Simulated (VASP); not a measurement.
Here is a VASP 6.6.1 calculation.

Contents of INCAR:

```
PREC = Accurate
ENCUT = 520
EDIFF = 1E-6
ISMEAR = 0
SIGMA = 0.1
LREAL = F
LASPH = T
NELM = 100
ALGO = Normal
ISIF = 2
LWAVE = F
LCHARG = F
GGA = PE
NBANDS = 16
```

Contents of KPOINTS:

```
Automatic mesh
0
Gamma
  12 12 14
```

Contents of POSCAR:

```
Si
1.0
    4.7880563025      0.0000000000      0.0000000000
   -2.3940281513      4.1465783927      0.0000000000
    0.0000000000      0.0000000000      3.4580036349
Si
4
Direct
    0.3722065124      0.0000000000      0.0000000000
    0.0000000000      0.3722065124      0.0000000000
    0.6277934876      0.6277934876      0.0000000000
    0.0000000000      0.0000000000      0.5000000000
```

Potentials or basis: VASP PAW PBE potentials, release 64 (Si).

Run with:

```sh
$ cat potpaw_PBE.64/Si/POTCAR > POTCAR
$ mpirun -np 1 vasp_std > vasp.out
```

Estimate the band gap on the k mesh.

zero (band 8 reaches 9.28 eV, above the bottom of band 9 at 5.50 eV).

Predict the pressure.

-0.1 GPa.

Estimate the largest force.

0.012 eV/Å.

Forces on the atoms (eV/Å):
```
Si  -0.012  0.000  0.000
Si   0.006 -0.010  0.000
Si   0.006  0.010  0.000
Si   0.000  0.000  0.000
```
